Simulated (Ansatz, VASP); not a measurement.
# KSrAg4: VASP beside Ansatz

```xyz
6
Lattice="0.0000 4.2138 4.2138 4.2138 0.0000 4.2138 4.2138 4.2138 0.0000" Properties=species:S:1:pos:R:3 pbc="T T T"
K     0.0000    0.0000    0.0000
Sr    2.1069    2.1069    2.1069
Ag    5.2672    3.1604    3.1604
Ag    3.1604    5.2672    3.1604
Ag    3.1604    3.1604    5.2672
Ag    5.2672    5.2672    5.2672
```

Change from the starting cell: species swapped into the HoCdNi4 type (F-43m, No. 216).

Alike in both runs: functional PBE; k mesh 8 × 8 × 8; occupations gaussian, width 0.1 eV; no spin polarisation.

Ansatz relaxed the structure, and its values are those at the end. VASP's run is a single point on that final structure, the one shown.

|  | VASP | Ansatz |
| --- | --- | --- |
| version | VASP 6.6.1 | Ansatz 0.2.0 |
| potentials or method | VASP PAW PBE potentials, release 64 (K_sv, Sr_sv, Ag), cutoff 520 eV | scalar-relativistic, plane waves, PAW |
| valence electrons in the cell | 63 | 95 |

|  | VASP | Ansatz | Ansatz less VASP |
| --- | --- | --- | --- |
| gap on the k mesh at the Fermi level (eV) | none | none | - |
| pressure (GPa) | 0.0 | 0.0 | -0.04 |

A gap of «none» marks a metal or a gap that the smearing closes. VASP's potentials hold 63 valence electrons a cell and Ansatz's 95, so a difference there can come from the potentials and not from the codes.
